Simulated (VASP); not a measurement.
A run of VASP 6.6.1 is set up as follows.

POSCAR

```
Al
1.0
    4.5138656456      0.0000000000      0.0000000000
   -2.2569328228      3.9091223184      0.0000000000
    0.0000000000      0.0000000000      2.7670361162
Al
2
Direct
    0.3333333333      0.6666666667      0.0000000000
    0.6666666667      0.3333333333      0.0000000000
```

INCAR.step1

```
PREC = Accurate
ENCUT = 520
EDIFF = 1E-5
ISMEAR = -1
SIGMA = 0.05
LREAL = F
LASPH = T
NELM = 60
ALGO = Normal
ISIF = 2
LWAVE = T
LCHARG = F
GGA = PE
NBANDS = 10
```

The input INCAR.step2:

```
PREC = Accurate
ENCUT = 520
EDIFF = 1E-6
ISMEAR = -1
SIGMA = 0.05
LREAL = F
LASPH = T
NELM = 60
ALGO = Normal
ISIF = 2
LWAVE = F
LCHARG = F
GGA = PS
LHFCALC = T
AEXX = 0.25
PRECFOCK = Normal
ISTART = 1
NBANDS = 10
```

File KPOINTS:

```
Automatic mesh
0
Gamma
  4 4 5
```

Potentials or basis: VASP PAW PBE potentials, release 64 (Al).

Launch:

```sh
$ cat potpaw_PBE.64/Al/POTCAR > POTCAR
$ cp INCAR.step1 INCAR
$ mpirun -np 1 vasp_std > vasp.out
$ cp INCAR.step2 INCAR
$ mpirun -np 1 vasp_std > vasp.out
```

(1) Estimate the pressure.

(2) Predict the band gap on the k mesh.

Answers

(1) -0.2 GPa.

(2) zero (bands 3 and 4 overlap by 2.77 eV).

Caveat: the k points lie up to 0.45 Å⁻¹ apart, too coarse for converged energies and pressures of a metal; the PAW data sets were made with another functional, which shifts forces and pressure a little.
